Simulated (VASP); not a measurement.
Ag, 9 atoms in the cell. The cell holds a slab with vacuum, 9 atoms: a = 4.683 Å, b = 2.868 Å, c = 22.815 Å, α = 90.00°, β = 90.00°, γ = 90.00°. 

```yaml
Program: VASP 6.6.1
Task: single point
Functional: r2SCAN
Potentials_or_basis: VASP PAW PBE potentials, release 64 (Ag)
Cutoff: 520 eV
k_mesh: 4 × 6 × 1
Occupations: methfessel-paxton, width 0.1 eV
Spin: no spin polarisation
Dipole_correction: yes
Further_INCAR_settings: ALGO = Normal; EDIFF = 1e-07; NBANDS = 60
```

Potentials or basis: VASP PAW PBE potentials, release 64 (Ag).

Run with:

```sh
$ cat potpaw_PBE.64/Ag/POTCAR > POTCAR
$ cp INCAR.step1 INCAR
$ mpirun -np 1 vasp_std > vasp.out
$ cp INCAR.step2 INCAR
$ mpirun -np 1 vasp_std > vasp.out
```

Hardware: 1 thread of Intel(R) Xeon(R) Platinum 8259CL CPU @ 2.50GHz (Skylake/Cascade Lake), with other jobs on the host.

**Question.** How long does it take, and how much memory?

**Answer.** Wall time 23 min on 1 thread of Intel(R) Xeon(R) Platinum 8259CL CPU @ 2.50GHz (Skylake/Cascade Lake) (shared host), peak memory 0.48 GiB. Counts: k points 12.
